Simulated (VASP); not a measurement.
# Al2Cu (P-3m1) in VASP: relaxation of cell and atoms with PBE

Aim: the relaxation of cell and atoms of Al2Cu with PBE.

Everything below comes from runs of VASP 6.6.1. Logs are shortened: lines on timing, memory, paths and dates and some standing lists are left out, and cuts for length are marked.

### Step 1. The cell of the first run

Symmetry: P-3m1, No. 164, trigonal system. The conventional cell has a = 3.228 Å, b = 3.228 Å, c = 4.752 Å, α = 90.00°, β = 90.00°, γ = 120.00°. Within 3.1 Å of Al (site symmetry 3m) lie 3 Cu at 2.35 Å and 3 Al at 2.66 Å. Cu (site symmetry -3m) has 6 Al at 2.35 Å within 3.1 Å.

The cell was generated, and may not be a known phase.

### Step 2. Relaxation of cell and atoms, PBE

File INCAR:

```
SYSTEM = Al2Cu
PREC     = Accurate       ! precision mode
ENCUT    = 820            ! plane-wave cutoff, eV
EDIFF    = 1E-7           ! SCF threshold, eV
ISMEAR   = 0              ! smearing method
SIGMA    = 0.2            ! smearing width, eV
LREAL    = .FALSE.        ! projectors in reciprocal space
LASPH    = .TRUE.         ! aspherical terms in the spheres
NELM     = 120            ! most SCF steps
ALGO     = Normal         ! electronic algorithm
ISIF     = 3              ! what is computed and relaxed
LWAVE    = .FALSE.        ! write WAVECAR
LCHARG   = .FALSE.        ! write CHGCAR
GGA      = PE             ! functional
IBRION   = 2              ! ionic algorithm
NSW      = 36             ! ionic steps
EDIFFG   = -0.08          ! ionic threshold
GGA_COMPAT= .FALSE.      
NELMIN   = 4
```

File KPOINTS:

```
Automatic mesh
0
G
  7 7 4
  0 0 0
```

File POSCAR:

```
Al2Cu
1.0
    3.2284206300      0.0000000000      0.0000000000
   -1.6142103100      2.7958942800      0.0000000000
    0.0000000000      0.0000000000      4.7523375800
Al Cu
2 1
Direct
    0.3333333300      0.6666666700      0.8002050000
    0.6666666700      0.3333333300      0.1997950000
    0.0000000000      0.0000000000      0.5000000000
```

Potentials or basis: VASP PAW PBE potentials, release 64 (Al, Cu_sv_GW).

Launch:

```
$ cat potpaw_PBE.64/Al/POTCAR potpaw_PBE.64/Cu_sv_GW/POTCAR > POTCAR
$ mpirun -np 1 vasp_std > vasp.out
```

OUTCAR:

```text
SYSTEM = Al2Cu
   PREC = Accurate
   ENCUT = 820
   EDIFF = 1E-7
   ISMEAR = 0
   LREAL = .FALSE.
   LASPH = .TRUE.
   NELM = 120
   ISIF = 3
   GGA = PE
   IBRION = 2
   NSW = 36
   EDIFFG = -0.08
   NELMIN = 4

 ion  position               nearest neighbor table
   1  0.333  0.667  0.800-   3 2.35   3 2.35   3 2.35   2 2.66   2 2.66   2 2.66
   2  0.667  0.333  0.200-   3 2.35   3 2.35   3 2.35   1 2.66   1 2.66   1 2.66
   3  0.000  0.000  0.500-   1 2.35   2 2.35   1 2.35   2 2.35   2 2.35   1 2.35

  LATTYP: Found a hexagonal cell.
 ALAT       =     3.2284206300
 C/A-ratio  =     1.4720317222

  Lattice vectors:

 A1 = (   3.2284206300,   0.0000000000,   0.0000000000)
 A2 = (  -1.6142103100,   2.7958942800,   0.0000000000)
 A3 = (   0.0000000000,   0.0000000000,   4.7523375800)

Analysis of symmetry for initial positions (statically):
=====================================================================
 Subroutine PRICEL returns:
 Original cell was already a primitive cell.

 Routine SETGRP: Setting up the symmetry group for a
 hexagonal supercell.

 Subroutine GETGRP returns: Found 12 space group operations
 (whereof 12 operations were pure point group operations)
 out of a pool of 24 trial point group operations.

The static configuration has the point symmetry D_3d.

Analysis of symmetry for dynamics (positions and initial velocities):
=====================================================================
 Subroutine PRICEL returns:
 Original cell was already a primitive cell.

 Routine SETGRP: Setting up the symmetry group for a
 hexagonal supercell.

 Subroutine GETGRP returns: Found 12 space group operations
 (whereof 12 operations were pure point group operations)
 out of a pool of 24 trial point group operations.

The dynamic configuration has the point symmetry D_3d.

 Subroutine INISYM returns: Found 12 space group operations
 (whereof 12 operations are pure point group operations),
 and found     1 'primitive' translations

----------------------------------------------------------------------------------------

                                     Primitive cell

  volume of cell :      42.8961

  direct lattice vectors                    reciprocal lattice vectors
     3.228420630  0.000000000  0.000000000     0.309748981  0.178833657  0.000000000
    -1.614210310  2.795894280  0.000000000     0.000000000  0.357667315  0.000000000
     0.000000000  0.000000000  4.752337580     0.000000000  0.000000000  0.210422762

  length of vectors
     3.228420630  3.228420628  4.752337580     0.357667315  0.357667315  0.210422762

  position of ions in fractional coordinates (direct lattice)
     0.333333330  0.666666670  0.800205000
     0.666666670  0.333333330  0.199795000
     0.000000000  0.000000000  0.500000000

  ion indices of the primitive-cell ions
   primitive index   ion index
                 1           1
                 2           2
                 3           3

----------------------------------------------------------------------------------------

 KPOINTS: Automatic mesh

Automatic generation of k-mesh.
 Grid dimensions read from file:
 generate k-points for:    7    7    4

 Generating k-lattice:

  Cartesian coordinates                     Fractional coordinates (reciprocal lattice)
     0.044249854  0.025547665  0.000000000     0.142857143  0.000000000  0.000000000
     0.000000000  0.051095331  0.000000000     0.000000000  0.142857143  0.000000000
     0.000000000  0.000000000  0.052605691     0.000000000  0.000000000  0.250000000

  Length of vectors
     0.051095331  0.051095331  0.052605691

  Shift w.r.t. Gamma in fractional coordinates (k-lattice)
     0.000000000  0.000000000  0.000000000

 Subroutine IBZKPT returns following result:
 ===========================================

 Found     28 irreducible k-points:

 Following reciprocal coordinates:
            Coordinates               Weight
  0.000000  0.000000  0.000000      1.000000
  0.142857  0.000000  0.000000      6.000000
  0.285714 -0.000000  0.000000      6.000000
  0.428571 -0.000000  0.000000      6.000000
  0.142857  0.142857  0.000000      6.000000
  0.285714  0.142857  0.000000     12.000000
[... 16 lines left out ...]
  0.285714 -0.000000  0.500000      6.000000
  0.428571 -0.000000  0.500000      6.000000
 [... further k-points ...]
   k-points           NKPTS =     28   k-points in BZ     NKDIM =     28   number of bands    NBANDS=     16
   number of dos      NEDOS =    301   number of ions     NIONS =      3
   total plane-waves  NPLWV =  43200
   dimension x,y,z NGX =    30 NGY =   30 NGZ =   48
   dimension x,y,z NGXF=    60 NGYF=   60 NGZF=   96
   ions per type =               2   1
   NGX,Y,Z   is equivalent  to a cutoff of  15.45, 15.45, 16.79 a.u.
   NGXF,Y,Z  is equivalent  to a cutoff of  30.90, 30.90, 33.58 a.u.
 SYSTEM =  Al2Cu
   PREC   = accura    normal or accurate (medium, high low for compatibility)
   ISTART =      0    job   : 0-new  1-cont  2-samecut
   ICHARG =      2    charge: 1-file 2-atom 10-const
   ISPIN  =      1    spin polarized calculation?
   LNONCOLLINEAR =      F non collinear calculations
   LSORBIT =      F    spin-orbit coupling
   LASPH  =      T    aspherical Exc in radial PAW
   ENCUT  =  820.0 eV  60.27 Ry    7.76 a.u.   7.54  7.54 11.10*2*pi/ulx,y,z
   NELM   =    120;   NELMIN=  4; NELMDL= -5     # of ELM steps
   EDIFF  = 0.1E-06   stopping-criterion for ELM
   LREAL  =      F    real-space projection
   EDIFFG = -.8E-01   stopping-criterion for IOM
   NSW    =     36    number of steps for IOM
   IBRION =      2    ionic relax: 0-MD 1-quasi-New 2-CG
   NFREE  =      1    steps in history (QN), initial steepest desc. (CG)
   ISIF   =      3    stress and relaxation
   ISYM   =      2    0-nonsym 1-usesym 2-fastsym
   POTIM  = 0.5000    time-step for ionic-motion
   TEBEG  =    0.0;   TEEND  =   0.0 temperature during run
   PSTRESS=    0.0 pullay stress
   NELECT =      25.0000    total number of electrons
   NUPDOWN=      -1.0000    fix difference up-down
   EMIN   =  10.00;   EMAX   =-10.00  energy-range for DOS
   EFERMI =   0.00;   METHOD = LEGACY
   ISMEAR =     0;   SIGMA  =   0.20  broadening in eV -4-tet -1-fermi 0-gaus
   EFERMI_NEDOS =   21; number of points for ismear=-14 and -15
   IALGO  =     38    algorithm
   IMIX   =      4    mixing-type and parameters
     AMIX     =   0.40;   BMIX     =  1.00
     AMIX_MAG =   1.60;   BMIX_MAG =  1.00
  volume/ion in A,a.u.               =      14.30        96.49
  Fermi-wavevector in a.u.,A,eV,Ry     =   1.367463  2.584130 25.442268  1.869954
  Thomas-Fermi vector in A             =   2.493513
   LORBIT       =      0    0 simple, 1 ext, 2 COOP (PROOUT), +10 PAW based schemes
   GGA     = PE    functional components
   LHFCALC =     F    Hartree Fock is set to
   AEXX    =    0.0000 exact exchange contribution
   IVDW    =     0    specifies the selected vdW correction
   LEPSILON=     F    determine dielectric tensor
   LRPA    =     F    only Hartree local field effects (RPA)
 conjugate gradient relaxation of ions
 non-spin polarized calculation
 Gauss-broadening in eV      SIGMA  =   0.20
  energy-cutoff  :      820.00
  volume of cell :       42.90
 maximum number of plane-waves:      2307
 NGX is ok and might be reduce to    30
   NGX = 15   NGY = 15   NGZ = 23

--------------------------------------- Ionic step        1  -------------------------------------------

 number of electron      24.9999998 magnetization

 Free energy of the ion-electron system (eV)
  ---------------------------------------------------
  ext. energy  EPLUGINS =         0.00000000
  ---------------------------------------------------
  free energy    TOTEN  =       -10.28977471 eV

  energy without entropy =      -10.25870036  energy(sigma->0) =      -10.27423753

------------------------ aborting loop because EDIFF is reached ----------------------------------------

  FORCE on cell =-STRESS in cart. coord.  units (eV):
  Direction    XX          YY          ZZ          XY          YZ          ZX
  --------------------------------------------------------------------------------------
  -------------------------------------------------------------------------------------
  Total        3.4672807      3.4672807      8.1068901      0.0000000      0.0000000     -0.0000000
  in kB      129.5034819    129.5034819    302.7936238      0.0000002      0.0000000     -0.0000000
  external PRESSURE =     187.2668625 kB  Pullay stress =       0.0000000 kB
[... 92 lines left out ...]
  FREE ENERGIE OF THE ION-ELECTRON SYSTEM (eV)
  ---------------------------------------------------
  free  energy   TOTEN  =       -10.7916456076 eV

  energy  without entropy=      -10.7687485692  energy(sigma->0) =      -10.78019709

[... ionic steps 4 to 11 ...]

--------------------------------------- Ionic step       12  -------------------------------------------

 number of electron      24.9999991 magnetization

------------------------ aborting loop because EDIFF is reached ----------------------------------------

  FORCE on cell =-STRESS in cart. coord.  units (eV):
  Direction    XX          YY          ZZ          XY          YZ          ZX
  --------------------------------------------------------------------------------------
  -------------------------------------------------------------------------------------
  Total        0.2106509      0.2106509     -0.3206933      0.0000000     -0.0000000     -0.0000000
  in kB        7.6882799      7.6882799    -11.7045788      0.0000000     -0.0000000     -0.0000000
  external PRESSURE =       1.2239937 kB  Pullay stress =       0.0000000 kB
[... 59 lines left out ...]
  energy  without entropy=      -11.5499426243  energy(sigma->0) =      -11.55683651

--------------------------------------- Ionic step       14  -------------------------------------------

 number of electron      24.9999998 magnetization

 Free energy of the ion-electron system (eV)
  ---------------------------------------------------
  ext. energy  EPLUGINS =         0.00000000
  ---------------------------------------------------
  free energy    TOTEN  =       -11.57008948 eV

  energy without entropy =      -11.55586491  energy(sigma->0) =      -11.56297720

 E-fermi :   7.9008     XC(G=0): -11.1131

 val. band max:        7.8576774204   @ k =   0.2857   0.2857   0.0000
 cond. band min:       7.9318861256   @ k =   0.0000   0.0000   0.5000
 fundamental gap:      0.0742087052
 Fermi energy:         7.9007672934

 k-point     1 :       0.0000    0.0000    0.0000
  band No.  band energies     occupation
      1    -105.2601      2.00000
      2     -62.7381      2.00000
      3     -62.5707      2.00000
      4     -62.5707      2.00000
      5      -2.8358      2.00000
      6       0.8942      2.00000
[... 8 lines left out ...]
     15      18.9122      0.00000
     16      18.9122      0.00000
[... 420 lines left out ...]
  band No.  band energies     occupation
      1    -105.2586      2.00000
      2     -62.7371      2.00000
      3     -62.5884      2.00000
      4     -62.5753      2.00000
      5       1.8410      2.00000
      6       2.5411      2.00000
[... 8 lines left out ...]
     15      11.4941      0.00000
     16      13.5598      0.00000

 [... further k-points ...]

------------------------ aborting loop because EDIFF is reached ----------------------------------------

  FORCE on cell =-STRESS in cart. coord.  units (eV):
  Direction    XX          YY          ZZ          XY          YZ          ZX
  --------------------------------------------------------------------------------------
  -------------------------------------------------------------------------------------
  Total        0.1245405      0.1245405      0.0307209      0.0000000      0.0000000     -0.0000000
  in kB        4.5420797      4.5420797      1.1204133      0.0000000      0.0000000     -0.0000000
  external PRESSURE =       3.4015243 kB  Pullay stress =       0.0000000 kB
[... 18 lines left out ...]
  FREE ENERGIE OF THE ION-ELECTRON SYSTEM (eV)
  ---------------------------------------------------
  free  energy   TOTEN  =       -11.5700894805 eV

  energy  without entropy=      -11.5558649139  energy(sigma->0) =      -11.56297720

 reached required accuracy - stopping structural energy minimisation
```

Run time: 7.5 min. Hardware: 1 thread of AMD EPYC 7R13 (Zen 3), shared host; peak memory 0.22 GiB.

What came out:

* Free energy: -11.5701 eV
* Relaxed volume: 14.64 Å³/atom
* Relaxed cell: a = 2.880 Å, b = 2.880 Å, c = 6.115 Å, α = 90.00°, β = 90.00°, γ = 120.00°
* Space group after relaxing (to 0.1 Å): P-3m1 (No. 164)
* Energy gained by relaxing: 426.8 meV/atom
* Ionic steps: 14
* Pressure after relaxing: 0.3 GPa
* Largest force after relaxing: 0.029 eV/Å
* Band gap on the k mesh: zero (an odd number of electrons rules out a gap without spin polarisation)

Forces on the atoms (eV/Å):
```
Al   0.000  0.000 -0.029
Al   0.000  0.000  0.029
Cu   0.000  0.000  0.000
```

The path:
| step | energy change (eV) | largest force (eV/Å) | pressure (GPa) | volume (Å³) |
| --- | --- | --- | --- | --- |
| 1 | 0.0000 | 0.4642 | 18.73 | 42.90 |
| 2 | -0.4589 | 0.1433 | -6.43 | 54.05 |
| 3 | -0.5019 | 0.0435 | -2.31 | 51.05 |
| 4 | -0.7045 | 0.1195 | -3.73 | 50.73 |
| 5 | -1.0853 | 0.7441 | -6.39 | 48.77 |
| 6 | -1.2225 | 0.7159 | -0.91 | 44.56 |
| 7 | -1.2253 | 0.6801 | 1.61 | 43.40 |
| 8 | -1.2270 | 0.6911 | 0.83 | 43.79 |
| 9 | -1.2631 | 0.3001 | 0.31 | 43.83 |
| 10 | -1.2724 | 0.0596 | 0.04 | 43.87 |
| 11 | -1.2725 | 0.0295 | 0.06 | 43.86 |
| 12 | -1.2774 | 0.0202 | 0.12 | 43.90 |
| 13 | -1.2740 | 0.0654 | 0.78 | 43.98 |
| 14 | -1.2803 | 0.0292 | 0.34 | 43.93 |

Final structure:
```
Al Cu
1.0
     2.88029    0.00000    0.00000
    -1.44014    2.49440    0.00000
     0.00000    0.00000    6.11455
Al Cu
2 1
Direct
  0.33333 0.66667 0.82065
  0.66667 0.33333 0.17935
  0.00000 0.00000 0.50000
```

Levels at points of the mesh, in eV from the Fermi level:
```csv
k point,band 9,band 10,band 11,band 12,band 13,band 14,band 15,band 16
"(0.00, 0.00, 0.00)",-3.30,-3.30,-3.03,-3.03,4.48,6.19,11.01,11.01
"(0.00, 0.00, 0.50)",-3.30,-3.03,-3.03,-2.47,0.03,11.14,11.14,11.49
```

Caveat: a cell axis changed by over 15 % at a fixed basis, so the end point is rough.

The gap in the log of VASP goes by the Fermi energy; the results here count the filled bands.